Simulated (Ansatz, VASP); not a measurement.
**C in VASP and in Ansatz**

```
C
1.0
     7.36981    0.00000    0.00000
    -3.68490    6.38244    0.00000
     0.00000    0.00000    1.28864
C
3
Direct
  0.00000 0.00000 0.00000
  0.33333 0.66667 0.50000
  0.66667 0.33333 0.50000
```

Alike in both runs: functional RPBE; k mesh 11 × 11 × 15; occupations fermi-dirac, width 0.1 eV; no spin polarisation.

Ansatz relaxed the structure, and its values are those at the end. VASP's run is a single point on that final structure, the one shown.

```csv
,VASP,Ansatz
version,VASP 6.6.1,Ansatz 0.2.0
potentials or method,"VASP PAW PBE potentials, release 64 (C), cutoff 520 eV","plane waves (420 eV) with PAW, scalar-relativistic"
valence electrons in the cell,12,12
```

```csv
,VASP,Ansatz,Ansatz less VASP
pressure (GPa),-0.1,0.0,+0.11
```

VASP's potentials were made for PBE, not for RPBE.
